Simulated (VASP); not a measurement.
# MnF2 (P4_2/mnm) in VASP: single point with PBE

Aim: the single point of MnF2 with PBE.

Program: VASP 6.6.1. These are calculated values, not measurements. Logs are shortened: lines on timing, memory, paths and dates and some standing lists are left out, and cuts for length are marked.

### Step 1. The cell of the first run

Symmetry: P4_2/mnm, No. 136, tetragonal system. The conventional cell has a = 4.935 Å, b = 4.935 Å, c = 3.321 Å, α = 90.00°, β = 90.00°, γ = 90.00°. Within 2.8 Å of Mn (site symmetry mmm) lie 6 F at 2.12 to 2.15 Å. F (site symmetry m2m) has 3 Mn at 2.12 to 2.15 Å and 1 F at 2.74 Å within 2.8 Å.

### Step 2. Single point, PBE, collinear spin, antiferromagnetic start

INCAR

```
SYSTEM = MnF2
PREC     = Accurate       ! precision mode
ENCUT    = 520            ! plane-wave cutoff, eV
EDIFF    = 1E-6           ! SCF threshold, eV
ISMEAR   = 0              ! smearing method
SIGMA    = 0.01           ! smearing width, eV
LREAL    = .FALSE.        ! projectors in reciprocal space
LASPH    = .TRUE.         ! aspherical terms in the spheres
NELM     = 150            ! most SCF steps
ALGO     = Normal         ! electronic algorithm
ISIF     = 2              ! what is computed and relaxed
LWAVE    = .FALSE.        ! write WAVECAR
LCHARG   = .TRUE.         ! write CHGCAR
ISPIN    = 2              ! spin polarisation
MAGMOM   = 5 -5 0 0 0 0   ! initial moments
LORBIT   = 11             ! projections on sites
LMAXMIX  = 4              ! l up to which the mixer works
GGA      = PE             ! functional
LELF     = .TRUE.         ! ELF
LVHAR    = .TRUE.       
NBANDS   = 40             ! bands
```

KPOINTS

```
regular mesh
0
G
  5 5 7
  0 0 0
```

POSCAR

```
MnF2
1.0
    4.9351766093      0.0000000023      0.0000000000
    0.0000000023      4.9351766093      0.0000000000
    0.0000000000      0.0000000000      3.3213786447
Mn F
2 4
Direct
    0.0000000000      0.0000000000      0.0000000000
    0.5000000000      0.5000000000      0.5000000000
    0.3034899301      0.3034899301      0.0000000000
    0.1965100564      0.8034899436      0.5000000000
    0.6965100699      0.6965100699      0.0000000000
    0.8034899436      0.1965100564      0.5000000000
```

Potentials or basis: VASP PAW PBE potentials, release 64 (Mn_pv, F).

Launch:

```sh
$ cat potpaw_PBE.64/Mn_pv/POTCAR potpaw_PBE.64/F/POTCAR > POTCAR
$ mpirun -np 1 vasp_std > vasp.out
```

OUTCAR:

```text
SYSTEM = MnF2
   PREC = Accurate
   ENCUT = 520
   EDIFF = 1E-6
   ISMEAR = 0
   LREAL = .FALSE.
   LASPH = .TRUE.
   NELM = 150
   ISIF = 2
   ISPIN = 2
   LORBIT = 11
   GGA = PE

 ion  position               nearest neighbor table
   1  0.000  0.000  0.000-   3 2.12   5 2.12   4 2.15   6 2.15   4 2.15   6 2.15
   2  0.500  0.500  0.500-   4 2.12   6 2.12   5 2.15   3 2.15   3 2.15   5 2.15
   3  0.303  0.303  0.000-   1 2.12   2 2.15   2 2.15
   4  0.197  0.803  0.500-   2 2.12   1 2.15   1 2.15
   5  0.697  0.697  0.000-   1 2.12   2 2.15   2 2.15
   6  0.803  0.197  0.500-   2 2.12   1 2.15   1 2.15

  LATTYP: Found a simple tetragonal cell.
 ALAT       =     4.9351766093
 C/A-ratio  =     0.6730009699

  Lattice vectors:

 A1 = (   4.9351766093,   0.0000000023,   0.0000000000)
 A2 = (   0.0000000023,   4.9351766093,   0.0000000000)
 A3 = (   0.0000000000,   0.0000000000,   3.3213786447)

Analysis of symmetry for initial positions (statically):
=====================================================================
 Subroutine PRICEL returns:
 Original cell was already a primitive cell.

 Routine SETGRP: Setting up the symmetry group for a
 simple tetragonal supercell.

 Subroutine GETGRP returns: Found 16 space group operations
 (whereof  8 operations were pure point group operations)
 out of a pool of 16 trial point group operations.

The static configuration has the point symmetry D_2h.
 The point group associated with its full space group is D_4h.

Analysis of symmetry for dynamics (positions and initial velocities):
=====================================================================
 Subroutine PRICEL returns:
 Original cell was already a primitive cell.

 Routine SETGRP: Setting up the symmetry group for a
 simple tetragonal supercell.

 Subroutine GETGRP returns: Found 16 space group operations
 (whereof  8 operations were pure point group operations)
 out of a pool of 16 trial point group operations.

The dynamic configuration has the point symmetry D_2h.
 The point group associated with its full space group is D_4h.

Analysis of structural, dynamic, and magnetic symmetry:
=====================================================================
 Subroutine PRICEL returns:
 Original cell was already a primitive cell.

 Routine SETGRP: Setting up the symmetry group for a
 simple tetragonal supercell.

 Subroutine GETGRP returns: Found 16 space group operations
 (whereof  8 operations were pure point group operations)
 out of a pool of 16 trial point group operations.

The overall configuration has the point symmetry D_2h.
 The point group associated with its full space group is D_4h.

[... 146 lines left out ...]
 number of electron      54.0000026 magnetization      -0.0000000

 Free energy of the ion-electron system (eV)
  ---------------------------------------------------
  ext. energy  EPLUGINS =         0.00000000
  ---------------------------------------------------
  free energy    TOTEN  =       -39.44303312 eV

  energy without entropy =      -39.44303312  energy(sigma->0) =      -39.44303312

 E-fermi :   2.5012     XC(G=0):  -9.6106

 val. band max:        2.3651611287   @ k =   0.4000   0.0000   0.0000
 cond. band min:       4.6328811227   @ k =   0.0000   0.0000   0.0000
 fundamental gap:      2.2677199940
 Fermi energy:         2.5012300879

 spin component 1

 k-point     1 :       0.0000    0.0000    0.0000
  band No.  band energies     occupation
      1     -47.0550      1.00000
      2     -46.9936      1.00000
      3     -46.9893      1.00000
      4     -42.1225      1.00000
      5     -42.0654      1.00000
      6     -42.0610      1.00000
[... 997 lines left out ...]
     38      12.4919      0.00000
     39      12.8350      0.00000
 Fermi energy:         2.5012300879

 spin component 2

 k-point     1 :       0.0000    0.0000    0.0000
  band No.  band energies     occupation
      1     -47.0550      1.00000
      2     -46.9936      1.00000
      3     -46.9893      1.00000
      4     -42.1225      1.00000
      5     -42.0654      1.00000
      6     -42.0610      1.00000
[... 997 lines left out ...]
     38      12.5899      0.00000
     39      12.6661      0.00000
 [bands above 39 left out]

------------------------ aborting loop because EDIFF is reached ----------------------------------------

  FORCE on cell =-STRESS in cart. coord.  units (eV):
  Direction    XX          YY          ZZ          XY          YZ          ZX
  --------------------------------------------------------------------------------------
  -------------------------------------------------------------------------------------
  Total       -0.0118303     -0.0118303     -0.0012343     -0.0000000      0.0000000      0.0000000
  in kB       -0.2343064     -0.2343064     -0.0244454     -0.0000000      0.0000000      0.0000000
  external PRESSURE =      -0.1643528 kB  Pullay stress =       0.0000000 kB

 VOLUME and BASIS-vectors are now :
 -----------------------------------------------------------------------------
  energy-cutoff  :      520.00
  volume of cell :       80.90
      direct lattice vectors                 reciprocal lattice vectors
     4.935176609  0.000000002  0.000000000     0.202626994 -0.000000000  0.000000000
     0.000000002  4.935176609  0.000000000    -0.000000000  0.202626994  0.000000000
     0.000000000  0.000000000  3.321378645     0.000000000  0.000000000  0.301079795

 POSITION                                       TOTAL-FORCE (eV/Angst)
 -----------------------------------------------------------------------------------
      0.00000      0.00000      0.00000        -0.000000     -0.000000     -0.000000
      2.46759      2.46759      1.66069        -0.000000     -0.000000     -0.000000
      1.49778      1.49778      0.00000        -0.000060     -0.000060      0.000000
      0.96981      3.96536      1.66069         0.000060     -0.000060     -0.000000
      3.43740      3.43740      0.00000         0.000060      0.000060     -0.000000
      3.96536      0.96981      1.66069        -0.000060      0.000060     -0.000000
 -----------------------------------------------------------------------------------
    total drift:                                0.000000     -0.000000     -0.000000

  FREE ENERGIE OF THE ION-ELECTRON SYSTEM (eV)
  ---------------------------------------------------
  free  energy   TOTEN  =       -39.4430331207 eV

  energy  without entropy=      -39.4430331207  energy(sigma->0) =      -39.44303312

 total charge

# of ion       s       p       d       tot
------------------------------------------
    1        0.157   6.135   4.947  11.239
    2        0.157   6.135   4.947  11.239
    3        1.735   4.358   0.000   6.093
    4        1.735   4.358   0.000   6.093
    5        1.735   4.358   0.000   6.093
    6        1.735   4.358   0.000   6.093
--------------------------------------------------
tot          7.253  29.703   9.894  46.850

 magnetization (x)

# of ion       s       p       d       tot
------------------------------------------
    1        0.017   0.015   4.512   4.545
    2       -0.017  -0.015  -4.512  -4.545
    3       -0.002  -0.024   0.000  -0.027
    4        0.002   0.024   0.000   0.027
    5       -0.002  -0.024   0.000  -0.027
    6        0.002   0.024   0.000   0.027
--------------------------------------------------
tot          0.000   0.000  -0.000  -0.000
```

OSZICAR:

```text
N       E                     dE             d eps       ncg     rms          rms(c)
DAV:   1     0.672385378089E+03    0.67239E+03   -0.30167E+04  3944   0.151E+03
DAV:   2     0.175361657081E+02   -0.65485E+03   -0.61491E+03  4000   0.458E+02
DAV:   3    -0.423583264519E+02   -0.59894E+02   -0.59172E+02  4440   0.151E+02
DAV:   4    -0.433123078829E+02   -0.95398E+00   -0.95326E+00  4120   0.209E+01
DAV:   5    -0.433237902284E+02   -0.11482E-01   -0.11482E-01  4360   0.230E+00    0.197E+01
DAV:   6    -0.393362026370E+02    0.39876E+01   -0.14262E+01  4384   0.288E+01    0.139E+01
DAV:   7    -0.394259480731E+02   -0.89745E-01   -0.11455E+00  3944   0.784E+00    0.991E+00
DAV:   8    -0.392053402124E+02    0.22061E+00   -0.34989E-01  4240   0.503E+00    0.243E+00
DAV:   9    -0.394298014742E+02   -0.22446E+00   -0.10952E-01  4112   0.319E+00    0.971E-01
DAV:  10    -0.394425935187E+02   -0.12792E-01   -0.91512E-03  4288   0.652E-01    0.182E-01
DAV:  11    -0.394428097418E+02   -0.21622E-03   -0.37587E-04  4184   0.148E-01    0.912E-02
DAV:  12    -0.394430104240E+02   -0.20068E-03   -0.10845E-04  3992   0.770E-02    0.336E-02
DAV:  13    -0.394430300096E+02   -0.19586E-04   -0.25944E-05  4280   0.408E-02    0.124E-02
DAV:  14    -0.394430329449E+02   -0.29352E-05   -0.39191E-06  3744   0.113E-02    0.537E-03
DAV:  15    -0.394430331207E+02   -0.17588E-06   -0.47085E-07  2904   0.550E-03
   1 F= -.39443033E+02 E0= -.39443033E+02  d E =-.995661E-84  mag=    -0.0000
```

stdout:

```text
POSCAR found type information on POSCAR MnF
 POSCAR found :  2 types and       6 ions
 scaLAPACK will be used
 LDA part: xc-table for (Slater+PW92), standard interpolation
 POSCAR, INCAR and KPOINTS ok, starting setup
 FFT: planning ... GRIDC
 FFT: planning ... GRID_SOFT
 FFT: planning ... GRID
 WAVECAR not read
 entering main loop
```

Wall time 2.5 min (1 thread of Oxide Virtual Turin-like, shared host); peak memory 0.26 GiB.

What came out:

```yaml
Free_energy: -39.4430 eV
Pressure: 0.0 GPa
Band_gap_on_the_k_mesh: 2.27 eV, indirect (least direct gap 2.32 eV)
Net_moment: 0.00 μB per cell
Site_moments: Mn +4.54, -4.54; F -0.03, +0.03 μB
Valence_electrons_inside_the_program's_atomic_spheres: Mn 11.24; F 6.09
```

Levels at points of the mesh, in eV from the valence-band top:
Spin up:
```tsv
k point	band 24	band 25	band 26	band 27	band 28	band 29	band 30	band 31
(0.00, 0.00, 0.00)	-1.37	-1.21	-0.36	-0.05	2.27	2.63	3.12	3.13
```
Spin down:
```
           k point  band 25  band 26  band 27  band 28  band 29  band 30
(0.00, 0.00, 0.00)    -1.21    -0.36    -0.05     2.27     2.63     3.12
```
